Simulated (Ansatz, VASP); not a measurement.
One calculation of Mg3Sn2Ir, two programs

File INCAR:

```
PREC     = Accurate       # precision mode
ENCUT    = 600            # plane-wave cutoff, eV
EDIFF    = 1E-6           # SCF threshold, eV
ISMEAR   = 0              # smearing method
SIGMA    = 0.1            # smearing width, eV
LREAL    = False          # projectors in reciprocal space
LASPH    = True           # aspherical terms in the spheres
NELM     = 100            # most SCF steps
ALGO     = Normal         # electronic algorithm
ISIF     = 3              # what is computed and relaxed
LWAVE    = False          # write WAVECAR
LCHARG   = False          # write CHGCAR
GGA      = PE             # functional
IBRION   = 2              # ionic algorithm
NSW      = 90             # ionic steps
EDIFFG   = -0.04          # ionic threshold
```

File KPOINTS:

```
Automatic mesh
0
Gamma
  6 6 2
```

The input POSCAR:

```
Mg3Sn2Ir
1.0
    3.6311482900      0.0000000000      0.0000000000
    0.0000000000      3.6311482900      0.0000000000
    0.0000000000      0.0000000000     10.8934448800
Mg Sn Ir
3 2 1
Direct
    0.0000000000      0.0000000000      0.8333333300
    0.0000000000      0.0000000000      0.1666666700
    0.0000000000      0.0000000000      0.5000000000
    0.5000000000      0.5000000000      0.3333333300
    0.5000000000      0.5000000000      0.6666666700
    0.5000000000      0.5000000000      0.0000000000
```

Input for Ansatz:

```yaml
crystal:
  lattice:
    - [3.63114829, 0.0, 0.0]
    - [0.0, 3.63114829, 0.0]
    - [0.0, 0.0, 10.89344488]
  atoms:
    - { symbol: Mg, position: [0.0, 0.0, 0.83333333] }
    - { symbol: Mg, position: [0.0, 0.0, 0.16666667] }
    - { symbol: Mg, position: [0.0, 0.0, 0.5] }
    - { symbol: Sn, position: [0.5, 0.5, 0.33333333] }
    - { symbol: Sn, position: [0.5, 0.5, 0.66666667] }
    - { symbol: Ir, position: [0.5, 0.5, 0.0] }
basis:
  ecutwfc: 420
kpoints:
  mp_grid: { grid: [6, 6, 2] }
hamiltonian:
  xc: pbe
scf:
  occupations: { method: gaussian, width: 0.1 }
  lower_state_search: "off"
output:
  forces: true
  stress: true
  eigenvalues: true
relax:
  adjacent_minimum: "off"
  f_tol: 0.04
  max_steps: 70
  cell: { stress_tol: 0.4 }
```

Alike in both runs: task relaxation of cell and atoms; functional PBE; k mesh 6 × 6 × 2; occupations gaussian, width 0.1 eV; no spin polarisation.

```csv
,VASP,Ansatz
version,VASP 6.6.1,Ansatz 0.2.0
potentials or method,"VASP PAW PBE potentials, release 64 (Mg, Sn_d, Ir), cutoff 600 eV","scalar-relativistic, plane waves, PAW"
valence electrons in the cell,43,75
```

Ansatz gave:

| Item | Value |
| --- | --- |
| gap on the k mesh at the Fermi level, each at its own relaxed structure (eV) | none |
| relaxed volume (Å³/atom) | 21.05 |
| relaxed cell length with the largest relative difference (Å) | 12.647 |

Which values does VASP return?

gap on the k mesh at the Fermi level, each at its own relaxed structure (eV): none; relaxed volume (Å³/atom): 20.99; relaxed cell length with the largest relative difference (Å): 12.705.

A gap of «none» marks a metal or a gap that the smearing closes. VASP's potentials hold 43 valence electrons a cell and Ansatz's 75, so a difference there can come from the potentials and not from the codes.

Spin-orbit coupling is off throughout.
